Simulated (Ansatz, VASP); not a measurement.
**One calculation of SnO2, two programs**

The input INCAR:

```
SYSTEM = SnO2
  PREC = Accurate
  ENCUT = 520
  EDIFF = 1E-6
  ISMEAR = 0
  SIGMA = 0.05
  LREAL = .False.
  LASPH = .True.
  NELM = 100
  ALGO = Normal
  ISIF = 2
  LWAVE = .False.
  LCHARG = .False.
  GGA = PE
  NBANDS = 35
```

Contents of KPOINTS:

```
regular mesh
0
Gamma
  10 10 10
  0 0 0
```

The input POSCAR:

```
SnO2
1.0
   -2.0262505044      2.0262505044      5.1806864801
    2.0262505044     -2.0262505044      5.1806864801
    2.0262505044      2.0262505044     -5.1806864801
Sn O
2 4
Direct
    0.7500000000      0.2500000000      0.5000000000
    0.0000000000      0.0000000000      0.0000000000
    0.6087552498      0.8259051032     -0.2171498534
    0.9524019562      0.4524019562      0.5000000000
    0.2024019562      0.2024019562      0.0000000000
    0.5475980438      0.0475980438      0.5000000000
```

Input for Ansatz:

```yaml
crystal:
  lattice:
    - [-2.0262505044, 2.0262505044, 5.1806864801]
    - [2.0262505044, -2.0262505044, 5.1806864801]
    - [2.0262505044, 2.0262505044, -5.1806864801]
  atoms:
    - { symbol: Sn, position: [0.75, 0.25, 0.5] }
    - { symbol: Sn, position: [0.0, 0.0, 0.0] }
    - { symbol: O, position: [0.6087552498, 0.8259051032, -0.2171498534] }
    - { symbol: O, position: [0.9524019562, 0.4524019562, 0.5] }
    - { symbol: O, position: [0.2024019562, 0.2024019562, 0.0] }
    - { symbol: O, position: [0.5475980438, 0.0475980438, 0.5] }
basis:
  ecutwfc: 420
kpoints:
  mp_grid: { grid: [10, 10, 10] }
hamiltonian:
  xc: pbe
  pseudopotentials: { kind: paw, azcp: { folder: soft_1 } }
scf:
  occupations: { method: gaussian, width: 0.05 }
output:
  forces: true
  stress: true
  eigenvalues: true
```

Alike in both runs: task single point; functional PBE; k mesh 10 × 10 × 10; occupations gaussian, width 0.05 eV; no spin polarisation.

|  | VASP | Ansatz |
| --- | --- | --- |
| version | VASP 6.6.1 | Ansatz 0.2.0 |
| potentials or method | VASP PAW PBE potentials, release 64 (Sn_d, O), cutoff 520 eV | scalar-relativistic, plane waves, PAW |
| valence electrons in the cell | 52 | 52 |

VASP gave:

* gap on the k mesh at the Fermi level (eV): 0.83
* least direct gap on the mesh (eV): 1.10
* pressure (GPa): 1.5
* traceless stress, the component that is largest in VASP (GPa): 4.55
* rms of the force components (eV/Å): 1.093

Question: Which values does Ansatz return?

Answer: gap on the k mesh at the Fermi level (eV): 0.85; least direct gap on the mesh (eV): 1.12; pressure (GPa): 0.9; traceless stress, the component that is largest in VASP (GPa): 4.44; rms of the force components (eV/Å): 1.089.

Atom by atom the forces differ by 0.025 eV/Å (rms over components). With one functional, cell and mesh, what is left measures potentials, basis and numerics.
